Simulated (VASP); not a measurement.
Wanted: the native input for a VASP 6.6.1 run.

```
Task                   : single point
Functional             : PBE
Potentials or basis    : VASP PAW PBE potentials, release 64 (Mg, S)
Cutoff                 : 520 eV
k mesh                 : 6 × 6 × 6
Occupations            : gaussian, width 0.01 eV
Spin                   : no spin polarisation
Dipole correction      : no
Further INCAR settings : ALGO = Normal; EDIFF = 1e-06; NBANDS = 11
```

The structure of MgS lies in POSCAR:

```
MgS
1.0
    0.0000000000      2.7315938339      2.7315938339
    2.7315938339      0.0000000000      2.7315938339
    2.7315938339      2.7315938339      0.0000000000
Mg S
1 1
Direct
    0.0000000000      0.0000000000      0.0000000000
    0.5000000000      0.5000000000      0.5000000000
```

This cell differs from its parent crystal: strain +5.0%.

One way to write it, as run:

INCAR

```
SYSTEM = MgS
ALGO = Normal ; EDIFF = 1E-6
ENCUT = 520 ; GGA = PE
ISIF = 2 ; ISMEAR = 0
LASPH = .True. ; LCHARG = .False.
LREAL = .False. ; LWAVE = .False.
NBANDS = 11 ; NELM = 80
PREC = Accurate ; SIGMA = 0.01
```

KPOINTS

```
k-points
0
Gamma
  6 6 6
  0 0 0
```

Potentials or basis: VASP PAW PBE potentials, release 64 (Mg, S).

Run with:

```console
$ cat potpaw_PBE.64/Mg/POTCAR potpaw_PBE.64/S/POTCAR > POTCAR
$ mpirun -np 1 vasp_std > vasp.out
```

It gave:

```
Pressure               : -7.6 GPa
Band gap on the k mesh : 2.44 eV, indirect (least direct gap 2.66 eV)
```

Caveat: the cell differs from its parent crystal (strain +5.0%).

Wall time 10 s on 1 thread of Intel Xeon 6975P-C (shared host), peak memory 0.16 GiB.
